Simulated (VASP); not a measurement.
Here is a VASP 6.6.1 calculation.

The input INCAR:

```
SYSTEM = Si
  PREC = Accurate
  ENCUT = 520
  EDIFF = 1E-7
  ISMEAR = 0
  SIGMA = 0.05
  LREAL = .False.
  LASPH = .True.
  NELM = 60
  ALGO = Normal
  ISIF = 2
  LWAVE = .False.
  LCHARG = .False.
  GGA = PE
  NBANDS = 11
```

KPOINTS

```
Automatic mesh
0
Gamma
  8 8 8
  0 0 0
```

The input POSCAR:

```
Si
1.0
    0.0000000000      2.7588114274      2.6870207955
    2.7588114274      0.0000000000      2.6870207955
    2.7588114274      2.7588114274      0.0000000000
Si
2
Direct
    0.5000000000      0.5000000000      0.5000000000
    0.7500000000      0.7500000000      0.7500000000
```

Potentials or basis: VASP PAW PBE potentials, release 64 (Si).

Launch:

```bash
$ cat potpaw_PBE.64/Si/POTCAR > POTCAR
$ mpirun -np 1 vasp_std > vasp.out
```

Question: Estimate the band gap on the k mesh.

Answer: 0.37 eV (least direct gap 2.37 eV).

Question: Predict the pressure.

Answer: -0.1 GPa.

Stress tensor (GPa, compression positive):
```
-0.86  0.00  0.00
 0.00 -0.86  0.00
 0.00  0.00  1.57
```

Caveat: the cell differs from its parent crystal (strain +e along x and -e along y +0.0000, strain +e along z and -e/2 along x and y -0.0175); semilocal functionals underestimate gaps, and a narrow one can read as zero. A k mesh can miss the band edges.
